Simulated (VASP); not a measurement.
# GaN (F-43m) in VASP: vibrations by perturbation theory with PBEsol

Aim: the vibrations by perturbation theory of GaN with PBEsol.

All numbers are computed with VASP 6.6.1; they aren't measurements. Logs are shortened: lines on timing, memory, paths and dates and some standing lists are left out, and cuts for length are marked.

**1. The cell of the first run**

The structure is cubic, space group F-43m (No. 216). Conventional cell: a = 4.498 Å, b = 4.498 Å, c = 4.498 Å, α = 90.00°, β = 90.00°, γ = 90.00°. Ga (site symmetry -43m) has 4 N at 1.95 Å within 2.6 Å. Within 2.6 Å of N (site symmetry -43m) lie 4 Ga at 1.95 Å.

**2. Vibrations by perturbation theory, PBEsol**

Input file INCAR:

```
PREC     = Accurate       # precision mode
ENCUT    = 520            # plane-wave cutoff, eV
EDIFF    = 1E-8           # SCF threshold, eV
ISMEAR   = 0              # smearing method
SIGMA    = 0.05           # smearing width, eV
LREAL    = F              # projectors in reciprocal space
LASPH    = T              # aspherical terms in the spheres
NELM     = 60             # most SCF steps
ALGO     = Normal         # electronic algorithm
ISIF     = 2              # what is computed and relaxed
LWAVE    = F              # write WAVECAR
LCHARG   = F              # write CHGCAR
GGA      = PS             # functional
NBANDS   = 26             # bands
IBRION   = 8              # ionic algorithm
NSW      = 1              # ionic steps
```

Input file KPOINTS:

```
Automatic mesh
0
Gamma
  8 8 6
```

Input file POSCAR:

```
GaN
1.0
    0.0000000000     -2.2490913701     -2.2490913701
    0.0000000000      2.2490913701     -2.2490913701
    4.4981827401      0.0000000000      0.0000000000
Ga N
2 2
Direct
    0.5000000000      0.5000000000      0.5000000000
    0.0000000000      0.0000000000      0.0000000000
    0.0000000000      0.5000000000      0.2500000000
    0.5000000000      0.0000000000      0.7500000000
```

Potentials or basis: VASP PAW PBE potentials, release 64 (Ga_d, N).

Launch:

```bash
> cat potpaw_PBE.64/Ga_d/POTCAR potpaw_PBE.64/N/POTCAR > POTCAR
> mpirun -np 1 vasp_std > vasp.out
```

OUTCAR:

```text
PREC = Accurate
   ENCUT = 520
   EDIFF = 1E-8
   ISMEAR = 0
   LREAL = F
   LASPH = T
   NELM = 60
   ISIF = 2
   GGA = PS
   IBRION = 8
   NSW = 1

 ion  position               nearest neighbor table
   1  0.500  0.500  0.500-   3 1.95   4 1.95   4 1.95   3 1.95
   2  0.000  0.000  0.000-   3 1.95   4 1.95   3 1.95   4 1.95
   3  0.000  0.500  0.250-   1 1.95   2 1.95   2 1.95   1 1.95
   4  0.500  0.000  0.750-   1 1.95   2 1.95   1 1.95   2 1.95

  LATTYP: Found a simple tetragonal cell.
 ALAT       =     3.1806955186
 C/A-ratio  =     1.4142135623

  Lattice vectors:

 A1 = (   0.0000000000,  -2.2490913701,  -2.2490913701)
 A2 = (   0.0000000000,   2.2490913701,  -2.2490913701)
 A3 = (   4.4981827401,   0.0000000000,   0.0000000000)

Analysis of symmetry for initial positions (statically):
=====================================================================
 Subroutine PRICEL returns following result:

  LATTYP: Found a face centered cubic cell.
 ALAT       =     4.4981827401

  Lattice vectors:

 A1 = (  -2.2490913700,   0.0000000000,   2.2490913701)
 A2 = (  -2.2490913701,  -2.2490913701,   0.0000000000)
 A3 = (   0.0000000000,  -2.2490913701,   2.2490913701)

   2 primitive cells build up your supercell.

 Routine SETGRP: Setting up the symmetry group for a
 simple tetragonal supercell.

 Subroutine GETGRP returns: Found  8 space group operations
 (whereof  8 operations were pure point group operations)
 out of a pool of 16 trial point group operations.

The static configuration has the point symmetry D_2d.

Analysis of symmetry for dynamics (positions and initial velocities):
=====================================================================
 Subroutine PRICEL returns following result:
[... 902 lines left out ...]

  FREE ENERGIE OF THE ION-ELECTRON SYSTEM (eV)
  ---------------------------------------------------
  free  energy   TOTEN  =       -26.2447889693 eV

  energy  without entropy=      -26.2447889693  energy(sigma->0) =      -26.24478897

[... ionic steps 2 to 9 ...]

--------------------------------------- Ionic step       10  -------------------------------------------

------------------------ aborting loop because EDIFF is reached ----------------------------------------

--------------------------------------- Ionic step       11  -------------------------------------------

 Free energy of the ion-electron system (eV)
  ---------------------------------------------------
  ---------------------------------------------------
  free energy    TOTEN  =        -0.23397155 eV

  energy without entropy =       -0.23397155

------------------------ aborting loop because EDIFF is reached ----------------------------------------

 INTERNAL STRAIN TENSOR  FOR ION    3  DIRECTION 2   (eV/Angst):
 -----------------------------------------------------------------------------
    -0.00180  0.00000  8.27210
     0.00000 -0.01221  0.00000
     7.93881  0.00000  0.00506

 INTERNAL STRAIN TENSOR FOR ION    4 for displacements in x,y,z  (eV/Angst):
          X           Y           Z          XY          YZ          ZX
  --------------------------------------------------------------------------------
  x     0.00000     0.00000     0.00000     0.00000     8.16957     0.00000
  y     0.00000     0.00000     0.00000     0.00000     0.00000     8.27210
  z     0.00000     0.00000     0.00000     7.93881     0.00000     0.00000

 SECOND DERIVATIVES (NOT SYMMETRIZED)
 ------------------------------------
               1X          1Y          1Z          2X          2Y          2Z          3X          3Y          3Z          4X          4Y          4Z
  1X   -21.105082    0.000000    0.000000    8.934356    0.000000    0.000000    6.085363   -0.000000   -0.000000    6.085363   -0.000000   -0.000000
  1Y     0.000000  -13.372180    0.000000    0.000000    1.173901    0.000000    0.000000    6.099140    4.592454   -0.000000    6.099140   -4.592454
  1Z     0.000000    0.000000  -13.372180    0.000000    0.000000    1.173901    0.000000    4.592454    6.099140   -0.000000   -4.592454    6.099140
  2X     8.934356    0.000000    0.000000  -21.105082    0.000000    0.000000    6.085363   -0.000000   -0.000000    6.085363   -0.000000   -0.000000
  2Y     0.000000    1.173901    0.000000    0.000000  -13.372180    0.000000   -0.000000    6.099140   -4.592454    0.000000    6.099140    4.592454
  2Z     0.000000    0.000000    1.173901    0.000000    0.000000  -13.372180   -0.000000   -4.592454    6.099140    0.000000    4.592454    6.099140
  3X     6.092515    0.000000    0.000000    6.092515    0.000000    0.000000  -17.575184   -0.000000    0.000000    5.390154    0.000000    0.000000
  3Y     0.000000    6.095686    4.597768   -0.000000    6.095686   -4.597768    0.000000  -14.722581    0.000000    0.000000    2.531209   -0.000000
  3Z     0.000000    4.597768    6.095686   -0.000000   -4.597768    6.095686    0.000000    0.000000  -14.722581    0.000000    0.000000    2.531209
  4X     6.092515    0.000000    0.000000    6.092515    0.000000    0.000000    5.390154    0.000000    0.000000  -17.575184   -0.000000    0.000000
  4Y    -0.000000    6.095686   -4.597768    0.000000    6.095686    4.597768    0.000000    2.531209   -0.000000    0.000000  -14.722581    0.000000
  4Z    -0.000000   -4.597768    6.095686    0.000000    4.597768    6.095686    0.000000    0.000000    2.531209    0.000000    0.000000  -14.722581

 Eigenvectors and eigenvalues of the dynamical matrix
 ----------------------------------------------------

   1 f  =   20.022007 THz   125.801981 2PiTHz  667.862269 cm-1    82.804331 meV
             X         Y         Z           dx          dy          dz
      2.249091  0.000000 -2.249091     0.000000    0.000000    0.000000
      0.000000  0.000000  0.000000     0.000000    0.000000   -0.000000
      1.124546  1.124546 -1.124546     0.707107   -0.000000    0.000000
      3.373637 -1.124546 -1.124546    -0.707107    0.000000   -0.000000
[... 71 lines left out ...]
  12 f/i=    0.003501 THz     0.021996 2PiTHz    0.116774 cm-1     0.014478 meV
             X         Y         Z           dx          dy          dz
      2.249091  0.000000 -2.249091    -0.645343    0.000000    0.000000
      0.000000  0.000000  0.000000    -0.645343    0.000000    0.000000
      1.124546  1.124546 -1.124546    -0.289020    0.000000    0.000000
      3.373637 -1.124546 -1.124546    -0.289020    0.000000    0.000000

--------------------------------------------------------------------------------------------------------

 ELASTIC MODULI CONTR FROM IONIC RELAXATION (kBar)
 Direction    XX          YY          ZZ          XY          YZ          ZX
 --------------------------------------------------------------------------------
 XX           0.0000      0.0000      0.0000      0.0000      0.0000      0.0000
 YY           0.0000      0.0000      0.0000      0.0000      0.0000      0.0000
 ZZ           0.0000      0.0000      0.0000      0.0000      0.0000      0.0000
 XY           0.0000      0.0000      0.0000   -372.6404      0.0000      0.0000
 YZ           0.0000      0.0000      0.0000      0.0000   -387.6119     -0.0000
 ZX           0.0000      0.0000      0.0000      0.0000     -0.0000   -350.9245
 --------------------------------------------------------------------------------
```

It took 7.5 min on 1 thread of AMD EPYC 9R45 (Zen 5), shared host; peak memory 0.51 GiB.

Results:

* Highest phonon frequency at Γ, LO-TO splitting left out: 668 cm⁻¹

Phonon frequencies in cm⁻¹ (negative: imaginary):
| q point | frequencies |
| --- | --- |
| (0.000, 0.000, 0.000) | 0 0 0 188 188 342 533 533 533 597 597 668 |
